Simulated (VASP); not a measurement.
Rb, 2 atoms in the cell. It takes space group Fd-3m (No. 227, cubic). Conventional cell: a = 7.526 Å, b = 7.526 Å, c = 7.526 Å, α = 90.00°, β = 90.00°, γ = 90.00°. Rb (site symmetry -43m) has 4 Rb at 3.26 Å within 4.3 Å.  This cell differs from its parent crystal: volume scaled by 0.45.

| Quantity | Value |
| --- | --- |
| Program | VASP 6.6.1 |
| Task | single point |
| Functional | LDA |
| Potentials or basis | VASP PAW LDA potentials, release 64 (Rb_sv) |
| Cutoff | 520 eV |
| k mesh | 7 × 7 × 7 |
| Occupations | fermi-dirac, width 0.08 eV |
| Spin | no spin polarisation |
| Dipole correction | no |
| Further INCAR settings | ALGO = Normal; EDIFF = 1e-07; NBANDS = 16 |

Potentials or basis: VASP PAW LDA potentials, release 64 (Rb_sv).

Run with:

```console
$ cat potpaw_LDA.64/Rb_sv/POTCAR > POTCAR
$ mpirun -np 1 vasp_std > vasp.out
```

Hardware: 1 thread of Intel(R) Xeon(R) 6975P-C (Granite Rapids), on a shared host.

Task: How long does it take, and how much memory?

Result: Wall time 16 s on 1 thread of Intel(R) Xeon(R) 6975P-C (Granite Rapids) (shared host), peak memory 0.2 GiB. Counts: scf iterations 12, k points 20.
